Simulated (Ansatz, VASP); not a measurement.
**GaGe3 in VASP and in Ansatz**

INCAR

```
SYSTEM = GaGe3
ALGO     = Normal         ! electronic algorithm
EDIFF    = 1E-7           ! SCF threshold, eV
EDIFFG   = -0.01          ! ionic threshold
ENCUT    = 600            ! plane-wave cutoff, eV
GGA      = PS             ! functional
IBRION   = 2              ! ionic algorithm
ISIF     = 3              ! what is computed and relaxed
ISMEAR   = -1             ! smearing method
LASPH    = .TRUE.         ! aspherical terms in the spheres
LCHARG   = .FALSE.        ! write CHGCAR
LREAL    = .FALSE.        ! projectors in reciprocal space
LWAVE    = .FALSE.        ! write WAVECAR
NELM     = 60             ! most SCF steps
NSW      = 60             ! ionic steps
PREC     = Accurate       ! precision mode
SIGMA    = 0.05           ! smearing width, eV
```

Contents of KPOINTS:

```
k-points
0
G
  6 6 6
  0 0 0
```

File POSCAR:

```
GaGe3
1.0
    4.2784660000      0.0000000000      0.0000000000
    0.0000000000      4.2784660000      0.0000000000
    0.0000000000      0.0000000000      4.2784660000
Ge Ga
3 1
Direct
    0.5000000000      0.5000000000      0.0000000000
    0.5000000000      0.0000000000      0.5000000000
    0.0000000000      0.5000000000      0.5000000000
    0.0000000000      0.0000000000      0.0000000000
```

Contents of input.yaml:

```yaml
crystal:
  lattice:
    - [4.278466, 0.0, 0.0]
    - [0.0, 4.278466, 0.0]
    - [0.0, 0.0, 4.278466]
  atoms:
    - { symbol: Ge, position: [0.5, 0.5, 0.0] }
    - { symbol: Ge, position: [0.5, 0.0, 0.5] }
    - { symbol: Ge, position: [0.0, 0.5, 0.5] }
    - { symbol: Ga, position: [0.0, 0.0, 0.0] }
hamiltonian:
  xc: pbesol
  pseudopotentials: { kind: paw }
kpoints:
  mp_grid: { grid: [6, 6, 6] }
scf:
  occupations: { method: fermi_dirac, width: 0.05 }
output:
  forces: true
  stress: true
  eigenvalues: true
relax:
  f_tol: 0.01
  max_steps: 40
  cell: { stress_tol: 0.05 }
```

Alike in both runs: task relaxation of cell and atoms; functional PBEsol; k mesh 6 × 6 × 6; occupations fermi-dirac, width 0.05 eV; no spin polarisation.

|  | VASP | Ansatz |
| --- | --- | --- |
| version | VASP 6.6.1 | Ansatz 0.2.0 |
| potentials or method | VASP PAW PBE potentials, release 64 (Ge_d, Ga_d) | Ansatz PAW |
| plane-wave cutoff (eV) | 600 | 420 |
| valence electrons in the cell | 55 | 55 |

```tsv
	VASP	Ansatz	Ansatz less VASP
gap on the k mesh at the Fermi level, each at its own relaxed structure (eV)	none	none	-
relaxed volume (Å³/atom)	18.47	18.46	-0.009
relaxed cell length with the largest relative difference (Å)	4.196	4.195	-0.0007
```

VASP's potentials were made for PBE, not for PBEsol. A gap of «none» marks a metal or a gap that the smearing closes.

Noted on Ansatz's run: the plane-wave basis is chosen anew once the cell has moved, so the energies of steps on either side of that aren't comparable.
